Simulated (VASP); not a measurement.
# AlN (P6_3mc) in VASP: a series of runs, part 2 of 2

VASP 6.6.1. The steps go on from the part before.

### 4 Single point, PBE

This run uses another cell than the first one, of 10.65 Å³/atom.

File INCAR:

```
SYSTEM = AlN
ALGO = Normal ; EDIFF = 1E-7
ENCUT = 520 ; GGA = PE
ISIF = 2 ; ISMEAR = 0
LASPH = .TRUE. ; LCHARG = .TRUE.
LELF = .TRUE. ; LREAL = .FALSE.
LVHAR = .TRUE. ; LWAVE = .FALSE.
NBANDS = 16 ; NELM = 100
PREC = Accurate ; SIGMA = 0.05
```

File KPOINTS:

```
k-points
0
G
  12 12 8
  0 0 0
```

File POSCAR:

```
AlN
1.0
    3.1302304919      0.0000000000      0.0000000000
   -1.5651152459      2.7108591257      0.0000000000
    0.0000000000      0.0000000000      5.0180689062
Al N
2 2
Direct
    0.3333333333      0.6666666667      0.0017302439
    0.6666666667      0.3333333333      0.5017302439
    0.3333333333      0.6666666667      0.3832697561
    0.6666666667      0.3333333333      0.8832697561
```

Potentials or basis: VASP PAW PBE potentials, release 64 (Al, N).

Run with:

```sh
$ cat potpaw_PBE.64/Al/POTCAR potpaw_PBE.64/N/POTCAR > POTCAR
$ mpirun -np 1 vasp_std > vasp.out
```

OUTCAR:

```text
SYSTEM = AlN
   EDIFF = 1E-7
   ENCUT = 520
   GGA = PE
   ISIF = 2
   ISMEAR = 0
   LASPH = .TRUE.
   LREAL = .FALSE.
   NELM = 100
   PREC = Accurate

 ion  position               nearest neighbor table
   1  0.333  0.667  0.002-   4 1.90   4 1.90   4 1.90   3 1.91   2 3.09   2 3.09   2 3.09   2 3.09
                             2 3.09   2 3.09
   2  0.667  0.333  0.502-   3 1.90   3 1.90   3 1.90   4 1.91   1 3.09   1 3.09   1 3.09   1 3.09
                             1 3.09   1 3.09
   3  0.333  0.667  0.383-   2 1.90   2 1.90   2 1.90   1 1.91
   4  0.667  0.333  0.883-   1 1.90   1 1.90   1 1.90   2 1.91

  LATTYP: Found a hexagonal cell.
 ALAT       =     3.1302304919
 C/A-ratio  =     1.6030988514

  Lattice vectors:

 A1 = (   3.1302304919,   0.0000000000,   0.0000000000)
 A2 = (  -1.5651152459,   2.7108591257,   0.0000000000)
 A3 = (   0.0000000000,   0.0000000000,   5.0180689062)

Analysis of symmetry for initial positions (statically):
=====================================================================
 Subroutine PRICEL returns:
 Original cell was already a primitive cell.

 Routine SETGRP: Setting up the symmetry group for a
 hexagonal supercell.

 Subroutine GETGRP returns: Found 12 space group operations
 (whereof  6 operations were pure point group operations)
 out of a pool of 24 trial point group operations.

The static configuration has the point symmetry C_3v.
 The point group associated with its full space group is C_6v.

Analysis of symmetry for dynamics (positions and initial velocities):
=====================================================================
 Subroutine PRICEL returns:
 Original cell was already a primitive cell.

 Routine SETGRP: Setting up the symmetry group for a
 hexagonal supercell.

 Subroutine GETGRP returns: Found 12 space group operations
 (whereof  6 operations were pure point group operations)
 out of a pool of 24 trial point group operations.

The dynamic configuration has the point symmetry C_3v.
[... 127 lines left out ...]
  Thomas-Fermi vector in A             =   2.317615
   LORBIT       =      0    0 simple, 1 ext, 2 COOP (PROOUT), +10 PAW based schemes
   GGA     = PE    functional components
   LHFCALC =     F    Hartree Fock is set to
   AEXX    =    0.0000 exact exchange contribution
   IVDW    =     0    specifies the selected vdW correction
   LEPSILON=     F    determine dielectric tensor
   LRPA    =     F    only Hartree local field effects (RPA)
 non-spin polarized calculation
 Gauss-broadening in eV      SIGMA  =   0.05
  energy-cutoff  :      520.00
  volume of cell :       42.58
 maximum number of plane-waves:      1170
 NGX is ok and might be reduce to    24
   NGX = 11   NGY = 11   NGZ = 19

 number of electron      15.9999998 magnetization

 Free energy of the ion-electron system (eV)
  ---------------------------------------------------
  ext. energy  EPLUGINS =         0.00000000
  ---------------------------------------------------
  free energy    TOTEN  =       -29.78050808 eV

  energy without entropy =      -29.78050808  energy(sigma->0) =      -29.78050808

 E-fermi :   6.2475     XC(G=0): -10.8269

 val. band max:        5.9642291558   @ k =   0.0000   0.0000   0.0000
 cond. band min:      10.0071846658   @ k =   0.0000   0.0000   0.0000
 fundamental gap:      4.0429555100
 Fermi energy:         6.2474894235

 k-point     1 :       0.0000    0.0000    0.0000
  band No.  band energies     occupation
      1      -9.1032      2.00000
      2      -7.0205      2.00000
      3       0.0587      2.00000
      4       5.1190      2.00000
      5       5.1190      2.00000
      6       5.7615      2.00000
[... 433 lines left out ...]
      3       1.2006      2.00000
      4       2.0052      2.00000
      5       2.6242      2.00000
      6       4.1932      2.00000
[... 8 lines left out ...]
     15      18.1393      0.00000
     16      20.1281      0.00000

 [... further k-points ...]

------------------------ aborting loop because EDIFF is reached ----------------------------------------

  FORCE on cell =-STRESS in cart. coord.  units (eV):
  Direction    XX          YY          ZZ          XY          YZ          ZX
  --------------------------------------------------------------------------------------
  -------------------------------------------------------------------------------------
  Total       -0.0756990     -0.0756990     -0.0602537     -0.0000000      0.0000000      0.0000000
  in kB       -2.8482695     -2.8482695     -2.2671196     -0.0000000      0.0000000      0.0000000
  external PRESSURE =      -2.6545529 kB  Pullay stress =       0.0000000 kB

 VOLUME and BASIS-vectors are now :
 -----------------------------------------------------------------------------
  energy-cutoff  :      520.00
  volume of cell :       42.58
      direct lattice vectors                 reciprocal lattice vectors
     3.130230492  0.000000000  0.000000000     0.319465293  0.184443373  0.000000000
    -1.565115246  2.710859126  0.000000000     0.000000000  0.368886745  0.000000000
     0.000000000  0.000000000  5.018068906     0.000000000  0.000000000  0.199279846

 POSITION                                       TOTAL-FORCE (eV/Angst)
 -----------------------------------------------------------------------------------
     -0.00000      1.80724      0.00868        -0.000000      0.000000      0.000711
      1.56512      0.90362      2.51772        -0.000000     -0.000000      0.000711
     -0.00000      1.80724      1.92327         0.000000     -0.000000     -0.000711
      1.56512      0.90362      4.43231        -0.000000      0.000000     -0.000711
 -----------------------------------------------------------------------------------
    total drift:                               -0.000000      0.000000      0.000653

  FREE ENERGIE OF THE ION-ELECTRON SYSTEM (eV)
  ---------------------------------------------------
  free  energy   TOTEN  =       -29.7805080769 eV

  energy  without entropy=      -29.7805080769  energy(sigma->0) =      -29.78050808
```

Wall time 77 s (1 thread of Intel Xeon 8259CL, shared host); peak memory 0.19 GiB.

What came out:

* Free energy: -29.7805 eV
* Pressure: -0.3 GPa
* Band gap on the k mesh: 4.04 eV

Levels at points of the mesh, in eV from the valence-band top:
| k point | band 6 | band 7 | band 8 | band 9 | band 10 | band 11 |
| --- | --- | --- | --- | --- | --- | --- |
| (0.00, 0.00, 0.00) | -0.20 | -0.20 | 0.00 | 4.04 | 6.51 | 10.46 |
| (0.50, 0.00, 0.00) | -2.05 | -1.74 | -0.68 | 5.76 | 5.76 | 8.02 |
| (0.00, 0.00, 0.50) | -0.53 | -0.53 | -0.53 | 6.31 | 6.31 | 10.16 |
| (0.50, 0.00, 0.50) | -1.44 | -1.35 | -1.35 | 5.24 | 5.24 | 9.14 |

### 5 Summary

```csv
cell,gap on the mesh (eV),pressure (GPa)
"a = 3.091, b = 3.091, c = 4.941 Å, angles 90.0, 90.0, 120.0°, 4 atoms, atomic positions A",4.39,8.3
"a = 3.110, b = 3.110, c = 4.981 Å, angles 90.0, 90.0, 120.0°, 4 atoms, atomic positions B",4.21,3.8
"a = 3.130, b = 3.130, c = 5.018 Å, angles 90.0, 90.0, 120.0°, 4 atoms, atomic positions C",4.04,-0.3
```

Alike in all rows: task single point; level PBE; potentials or basis VASP PAW PBE potentials, release 64 (Al, N); no spin polarisation; k mesh 12 × 12 × 8; cutoff (eV) 520; smearing gaussian 0.05 eV.

Caveats: the cell stands under pressure (at least some runs).

Total energies depend on the potentials used, so only differences within one code and one set of settings carry meaning.

### 6 Comparison with measurements

Step 4. Measured gap of AlN: 6.0343 eV (an exciton energy, a little under the gap; 0 K; quoted in “Structural and optical properties of self-assembled AlN nanowires grown on SiO2/Si substrates by molecular beam epitaxy”, 2024, arxiv:2402.00216). This calculation gives 4.04 eV (-1.99 eV). 2 values of this kind are on record (6.034 to 6.0343 eV); this one was drawn at random. The value is that of PBE on a finite k mesh, which can miss the band edges, without temperature or zero-point motion. Semilocal functionals fall short of measured gaps as a rule.
